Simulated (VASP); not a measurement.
MgSI, 3 atoms in the cell. The structure is orthorhombic, space group Cmmm (No. 65). Conventional cell: a = 4.112 Å, b = 5.052 Å, c = 8.246 Å, α = 90.00°, β = 90.00°, γ = 90.00°. Within 2.7 Å of Mg (site symmetry mmm) lie 4 S at 2.06 to 2.53 Å. Within 2.7 Å of S (site symmetry mmm) lie 4 Mg at 2.06 to 2.53 Å. I (site symmetry mmm) has 6 I at 3.26 to 4.11 Å and 2 S at 4.12 Å within 4.3 Å. 

```yaml
Program: VASP 6.6.1
Task: single point
Functional: PBE
Potentials_or_basis: VASP PAW PBE potentials, release 64 (Mg, S, I)
Cutoff: 520 eV
k_mesh: 6 × 6 × 2
Occupations: gaussian, width 0.1 eV
Spin: no spin polarisation
Dipole_correction: no
Further_INCAR_settings: ALGO = Normal; EDIFF = 1e-06; NBANDS = 14
```

Potentials or basis: VASP PAW PBE potentials, release 64 (Mg, S, I).

Command:

```console
$ cat potpaw_PBE.64/Mg/POTCAR potpaw_PBE.64/S/POTCAR potpaw_PBE.64/I/POTCAR > POTCAR
$ mpirun -np 1 vasp_std > vasp.out
```

Hardware: 1 thread of AMD EPYC 7R13 Processor (Zen 3) (shared host).

Q: How long does it take, and how much memory?

A: It took 31 s on 1 thread of AMD EPYC 7R13 Processor (Zen 3), with other jobs on the host, peak memory 0.17 GiB. Counts: scf iterations 15, k points 26.
